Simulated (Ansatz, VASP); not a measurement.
## Two plane-wave programs on Be3TeSe2

```xyz
6
Lattice="4.1574 0.0000 0.0000 -2.0787 3.6004 0.0000 0.0000 0.0000 8.7281" Properties=species:S:1:pos:R:3 pbc="T T T"
Be    0.0000    0.0000    6.1126
Be    0.0000    2.4003    3.5091
Be    2.0787    1.2001    6.3651
Te    0.0000    0.0000    2.6811
Se    0.0000    2.4003    0.3284
Se    0.0000    0.0000    0.3373
```

Alike in both runs: task single point; functional PBE; k mesh 6 × 6 × 2; occupations gaussian, width 0.1 eV; no spin polarisation.

```csv
,VASP,Ansatz
version,VASP 6.6.1,Ansatz 0.2.0
potentials or method,"VASP PAW PBE potentials, release 64 (Be, Te, Se), cutoff 520 eV","scalar-relativistic, plane waves, PAW"
valence electrons in the cell,24,54
```

```tsv
	VASP	Ansatz	Ansatz less VASP
gap on the k mesh at the Fermi level (eV)	none	none	-
pressure (GPa)	7.4	7.2	-0.16
traceless stress, the component that is largest in VASP (GPa)	3.10	3.04	-0.060
rms of the force components (eV/Å)	2.073	2.049	-0.0236
```

Atom by atom the forces differ by 0.024 eV/Å (rms over components). A gap of «none» marks a metal or a gap that the smearing closes. The functional is the same, so the differences come from potentials, cutoffs and numerics. VASP's potentials hold 24 valence electrons a cell and Ansatz's 54, so a difference there can come from the potentials and not from the codes.

Spin-orbit coupling is off throughout.
